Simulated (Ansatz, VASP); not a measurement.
**Two plane-wave programs on GaN**

File INCAR:

```
SYSTEM = GaN
ALGO = Normal
EDIFF = 1E-7
EDIFFG = -0.002
ENCUT = 600
GGA = PS
GGA_COMPAT = .FALSE.
IBRION = 2
ISIF = 3
ISMEAR = 0
LASPH = .TRUE.
LCHARG = .FALSE.
LREAL = .FALSE.
LWAVE = .FALSE.
NELM = 120
NELMIN = 4
NSW = 100
PREC = Accurate
SIGMA = 0.02
```

The input KPOINTS:

```
k-points
0
G
  6 6 4
  0 0 0
```

POSCAR

```
GaN
1.0
    3.3025986706      0.0000000000      0.0000000000
   -1.6512993353      2.8601343473      0.0000000000
    0.0000000000      0.0000000000      4.7450751625
Ga N
2 2
Direct
    0.3333333333      0.6666666667      0.0000000000
    0.6666666667      0.3333333333      0.5000000000
    0.3333333333      0.6666666667      0.5000000000
    0.6666666667      0.3333333333      1.0000000000
```

Input for Ansatz:

```yaml
crystal:
  lattice:
    - [3.3025986706, 0.0, 0.0]
    - [-1.6512993353, 2.8601343473, 0.0]
    - [0.0, 0.0, 4.7450751625]
  atoms:
    - { symbol: Ga, position: [0.3333333333, 0.6666666667, 0.0] }
    - { symbol: Ga, position: [0.6666666667, 0.3333333333, 0.5] }
    - { symbol: "N", position: [0.3333333333, 0.6666666667, 0.5] }
    - { symbol: "N", position: [0.6666666667, 0.3333333333, 1.0] }
basis:
  ecutwfc: 420
kpoints:
  mp_grid: { grid: [6, 6, 4] }
hamiltonian:
  xc: pbesol
scf:
  occupations: { method: gaussian, width: 0.02 }
output:
  forces: true
  stress: true
  eigenvalues: true
relax:
  adjacent_minimum: "off"
  f_tol: 0.002
  max_steps: 80
  cell: { stress_tol: 0.02 }
```

Alike in both runs: task relaxation of cell and atoms; functional PBEsol; k mesh 6 × 6 × 4; occupations gaussian, width 0.02 eV; no spin polarisation.

|  | VASP | Ansatz |
| --- | --- | --- |
| version | VASP 6.6.1 | Ansatz 0.2.0 |
| potentials or method | VASP PAW PBE potentials, release 64 (Ga_d, N), cutoff 600 eV | scalar-relativistic, plane waves, PAW |
| valence electrons in the cell | 36 | 36 |

Ansatz gave:

```
gap on the k mesh at the Fermi level, each at its own relaxed structure (eV) : 1.41
relaxed volume (Å³/atom)                                                     : 11.18
relaxed cell length with the largest relative difference (Å)                 : 4.719
```

Task: Estimate VASP's values.

Result: gap on the k mesh at the Fermi level, each at its own relaxed structure (eV): 1.43; relaxed volume (Å³/atom): 11.19; relaxed cell length with the largest relative difference (Å): 4.741.

VASP's potentials were made for PBE, not for PBEsol.
